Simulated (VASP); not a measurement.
# HfTiW4 (F-43m) in VASP: a series of runs, part 2 of 3

VASP 6.6.1. Earlier steps stand in the parts before.

**3. Single point, LDA**

This run uses another cell than the first one, of 17.65 Å³/atom, 1.032 times its volume.

Input file INCAR:

```
PREC = Accurate
ENCUT = 520
EDIFF = 1E-6
ISMEAR = 1
SIGMA = 0.1
LREAL = F
LASPH = T
NELM = 60
ALGO = Normal
ISIF = 2
LWAVE = F
LCHARG = F
NBANDS = 48
```

Input file KPOINTS:

```
regular mesh
0
Gamma
  5 5 5
```

Input file POSCAR:

```
HfTiW4
1.0
    0.0000000000      3.7554346717      3.7554346717
    3.7554346717      0.0000000000      3.7554346717
    3.7554346717      3.7554346717      0.0000000000
Hf Ti W
1 1 4
Direct
    0.7500000000      0.7500000000      0.7500000000
    0.0000000000      0.0000000000      0.0000000000
    0.3749600000      0.3749600000      0.3749600000
    0.8751100000      0.3749600000      0.3749600000
    0.3749600000      0.3749600000      0.8751100000
    0.3749600000      0.8751100000      0.3749600000
```

Potentials or basis: VASP PAW LDA potentials, release 64 (Hf_pv, Ti_sv, W_sv).

Started as:

```console
> cat potpaw_LDA.64/Hf_pv/POTCAR potpaw_LDA.64/Ti_sv/POTCAR potpaw_LDA.64/W_sv/POTCAR > POTCAR
> mpirun -np 1 vasp_std > vasp.out
```

OUTCAR:

```text
PREC = Accurate
   ENCUT = 520
   EDIFF = 1E-6
   ISMEAR = 1
   LREAL = F
   LASPH = T
   NELM = 60
   ISIF = 2

 ion  position               nearest neighbor table
   1  0.750  0.750  0.750-   5 3.11   6 3.11   4 3.11   5 3.11   4 3.11   6 3.11   3 3.11   3 3.11
                             3 3.11   4 3.11   5 3.11   6 3.11   2 3.25   2 3.25   2 3.25   2 3.25
   2  0.000  0.000  0.000-   4 3.11   5 3.11   6 3.11   3 3.11   3 3.11   3 3.11   4 3.11   4 3.11
                             5 3.11   6 3.11   5 3.11   6 3.11   1 3.25   1 3.25   1 3.25   1 3.25
   3  0.375  0.375  0.375-   4 2.65   5 2.65   6 2.65   4 2.66   6 2.66   5 2.66   2 3.11   2 3.11
                             2 3.11   1 3.11   1 3.11   1 3.11
   4  0.875  0.375  0.375-   3 2.65   5 2.65   6 2.65   6 2.66   5 2.66   3 2.66   2 3.11   2 3.11
                             2 3.11   1 3.11   1 3.11   1 3.11
   5  0.375  0.375  0.875-   3 2.65   4 2.65   6 2.65   6 2.66   4 2.66   3 2.66   2 3.11   2 3.11
                             2 3.11   1 3.11   1 3.11   1 3.11
   6  0.375  0.875  0.375-   3 2.65   4 2.65   5 2.65   4 2.66   5 2.66   3 2.66   2 3.11   2 3.11
                             2 3.11   1 3.11   1 3.11   1 3.11

  LATTYP: Found a face centered cubic cell.
 ALAT       =     7.5108693434

  Lattice vectors:

 A1 = (   0.0000000000,   3.7554346717,   3.7554346717)
 A2 = (   3.7554346717,   0.0000000000,   3.7554346717)
 A3 = (   3.7554346717,   3.7554346717,   0.0000000000)

Analysis of symmetry for initial positions (statically):
=====================================================================
 Subroutine PRICEL returns:
 Original cell was already a primitive cell.

 Routine SETGRP: Setting up the symmetry group for a
 face centered cubic supercell.

 Subroutine GETGRP returns: Found  6 space group operations
 (whereof  6 operations were pure point group operations)
 out of a pool of 48 trial point group operations.

The static configuration has the point symmetry C_3v.

Analysis of symmetry for dynamics (positions and initial velocities):
=====================================================================
[... 136 lines left out ...]
   LORBIT       =      0    0 simple, 1 ext, 2 COOP (PROOUT), +10 PAW based schemes
   GGA     = CA    functional components
   LHFCALC =     F    Hartree Fock is set to
   AEXX    =    0.0000 exact exchange contribution
   IVDW    =     0    specifies the selected vdW correction
   LEPSILON=     F    determine dielectric tensor
   LRPA    =     F    only Hartree local field effects (RPA)
 non-spin polarized calculation
 Methfessel and Paxton  Order N= 1 SIGMA  =   0.10
  energy-cutoff  :      520.00
  volume of cell :      105.93
 maximum number of plane-waves:      2869
   NGX = 19   NGY = 19   NGZ = 19

 number of electron      77.9999997 magnetization

 Free energy of the ion-electron system (eV)
  ---------------------------------------------------
  ext. energy  EPLUGINS =         0.00000000
  ---------------------------------------------------
  free energy    TOTEN  =       -75.83368246 eV

  energy without entropy =      -75.83351010  energy(sigma->0) =      -75.83362501

 E-fermi :   8.3895     XC(G=0): -12.8184

 val. band max:        8.3473517778   @ k =  -0.4000   0.4000   0.2000
 cond. band min:       8.5286424307   @ k =   0.4000   0.4000   0.0000
 fundamental gap:      0.1812906529
 Fermi energy:         8.3895098703

 k-point     1 :       0.0000    0.0000    0.0000
  band No.  band energies     occupation
      1     -64.6183      2.00000
      2     -64.4386      2.00000
      3     -64.4386      2.00000
      4     -64.4386      2.00000
      5     -47.7314      2.00000
      6     -30.3024      2.00000
[... 958 lines left out ...]
     47      11.1225      0.00000
     48      11.2373      0.00000

------------------------ aborting loop because EDIFF is reached ----------------------------------------

  FORCE on cell =-STRESS in cart. coord.  units (eV):
  Direction    XX          YY          ZZ          XY          YZ          ZX
  --------------------------------------------------------------------------------------
  -------------------------------------------------------------------------------------
  Total       -4.6880658     -4.6880658     -4.6880658      0.0000214      0.0000214      0.0000214
  in kB      -70.9077410    -70.9077410    -70.9077410      0.0003231      0.0003231      0.0003231
  external PRESSURE =     -70.9077410 kB  Pullay stress =       0.0000000 kB

 VOLUME and BASIS-vectors are now :
 -----------------------------------------------------------------------------
  energy-cutoff  :      520.00
  volume of cell :      105.93
      direct lattice vectors                 reciprocal lattice vectors
     0.000000000  3.755434672  3.755434672    -0.133140380  0.133140380  0.133140380
     3.755434672  0.000000000  3.755434672     0.133140380 -0.133140380  0.133140380
     3.755434672  3.755434672  0.000000000     0.133140380  0.133140380 -0.133140380

 POSITION                                       TOTAL-FORCE (eV/Angst)
 -----------------------------------------------------------------------------------
      5.63315      5.63315      5.63315        -0.000146     -0.000146     -0.000146
      0.00000      0.00000      0.00000        -0.000085     -0.000085     -0.000085
      2.81628      2.81628      2.81628        -0.002244     -0.002244     -0.002244
      2.81628      4.69456      4.69456        -0.002167      0.002321      0.002321
      4.69456      4.69456      2.81628         0.002321      0.002321     -0.002167
      4.69456      2.81628      4.69456         0.002321     -0.002167      0.002321
 -----------------------------------------------------------------------------------
    total drift:                                0.000014      0.000014      0.000014

  FREE ENERGIE OF THE ION-ELECTRON SYSTEM (eV)
  ---------------------------------------------------
  free  energy   TOTEN  =       -75.8336824576 eV

  energy  without entropy=      -75.8335101036  energy(sigma->0) =      -75.83362501
```

stdout:

```text
POSCAR found type information on POSCAR HfTiW
 POSCAR found :  3 types and       6 ions
 scaLAPACK will be used
 LDA part: xc-table for (Slater(with rela. corr.)+CA(PZ))
 , standard interpolation
 POSCAR, INCAR and KPOINTS ok, starting setup
 FFT: planning ... GRIDC
 FFT: planning ... GRID_SOFT
 FFT: planning ... GRID
 WAVECAR not read
 entering main loop
```

It took 3 min on 1 thread of Oxide Virtual Turin-like, shared host; peak memory 0.22 GiB.

Results:

```
Free energy            : -75.8337 eV
Pressure               : -7.1 GPa
Largest force          : 0.004 eV/Å
Band gap on the k mesh : zero (band 39 reaches 9.55 eV, above the bottom of band 40 at 8.31 eV)
```

Forces on the atoms (eV/Å):
```
Hf   0.000  0.000  0.000
Ti   0.000  0.000  0.000
W   -0.002 -0.002 -0.002
W   -0.002  0.002  0.002
W    0.002  0.002 -0.002
W    0.002 -0.002  0.002
```

Levels at points of the mesh, in eV from the Fermi level:
| k point | band 35 | band 36 | band 37 | band 38 | band 39 | band 40 | band 41 | band 42 | band 43 | band 44 |
| --- | --- | --- | --- | --- | --- | --- | --- | --- | --- | --- |
| (0.00, 0.00, 0.00) | -0.29 | 0.25 | 0.25 | 0.25 | 1.16 | 1.16 | 1.16 | 1.73 | 1.73 | 2.70 |

Caveat: spin-orbit coupling is left out, which moves the levels of the heavy elements.

**4. Single point, LDA**

This run uses another cell than the first one, of 18.20 Å³/atom, 1.063 times its volume.

Input file INCAR:

```
PREC     = Accurate       # precision mode
ENCUT    = 520            # plane-wave cutoff, eV
EDIFF    = 1E-6           # SCF threshold, eV
ISMEAR   = 1              # smearing method
SIGMA    = 0.1            # smearing width, eV
LREAL    = F              # projectors in reciprocal space
LASPH    = T              # aspherical terms in the spheres
NELM     = 80             # most SCF steps
ALGO     = Normal         # electronic algorithm
ISIF     = 2              # what is computed and relaxed
LWAVE    = F              # write WAVECAR
LCHARG   = F              # write CHGCAR
GGA      = CA             # functional
NBANDS   = 48             # bands
```

Input file KPOINTS:

```
Automatic mesh
0
Gamma
  5 5 5
```

POSCAR, as its differences from that of step 3:

```diff
@@ -2,5 +2,5 @@
 1.0
-    0.0000000000      3.7554346717      3.7554346717
-    3.7554346717      0.0000000000      3.7554346717
-    3.7554346717      3.7554346717      0.0000000000
+    0.0000000000      3.7933709228      3.7933709228
+    3.7933709228      0.0000000000      3.7933709228
+    3.7933709228      3.7933709228      0.0000000000
 Hf Ti W
```

Started as:

```console
> cat potpaw_LDA.64/Hf_pv/POTCAR potpaw_LDA.64/Ti_sv/POTCAR potpaw_LDA.64/W_sv/POTCAR > POTCAR
> mpirun -np 1 vasp_std > vasp.out
```

Wall time 3.8 min (1 thread of Oxide Virtual Turin-like, shared host); peak memory 0.22 GiB.

The run converged. Its results:

* Free energy: -75.6300 eV
* Pressure: -13.1 GPa
* Band gap on the k mesh: zero (band 39 reaches 9.18 eV, above the bottom of band 40 at 7.97 eV)

Levels at points of the mesh, in eV from the Fermi level:
| k point | band 35 | band 36 | band 37 | band 38 | band 39 | band 40 | band 41 | band 42 | band 43 | band 44 |
| --- | --- | --- | --- | --- | --- | --- | --- | --- | --- | --- |
| (0.00, 0.00, 0.00) | -0.28 | 0.21 | 0.21 | 0.21 | 1.13 | 1.13 | 1.13 | 1.67 | 1.67 | 2.60 |

Caveat: spin-orbit coupling is left out, which moves the levels of the heavy elements.

[end of part 2 of 3]
